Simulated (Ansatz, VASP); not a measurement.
## One calculation of Be, two programs

```
Be
1.0
     3.74681    0.00000    0.00000
     0.00000    3.74681    0.00000
     0.00000    0.00000    2.28128
Be
4
Direct
  0.32759 0.24931 0.02377
  0.68053 0.74806 0.01911
  0.16935 0.76513 0.46613
  0.82253 0.23751 0.49100
```

Alike in both runs: task single point; functional LDA; k mesh 4 × 4 × 6; no spin polarisation.

|  | VASP | Ansatz |
| --- | --- | --- |
| version | VASP 6.6.1 | Ansatz 0.2.0 |
| potentials or method | VASP PAW LDA potentials, release 64 (Be), cutoff 600 eV | plane waves, PAW |
| occupations | fermi-dirac, width 0.1 eV | fermi-dirac |
| valence electrons in the cell | 8 | 8 |

Ansatz gave:

| Quantity | Value |
| --- | --- |
| rms of the force components (eV/Å) | 0.391 |

Problem. Which values does VASP return?

Solution. rms of the force components (eV/Å): 0.392.

LDA's correlation is that of Perdew and Zunger in VASP and of Perdew and Wang (1992) in Ansatz. Atom by atom the forces differ by 0.001 eV/Å (rms over components).

The k mesh is coarse, so the values compare programs but aren't converged.
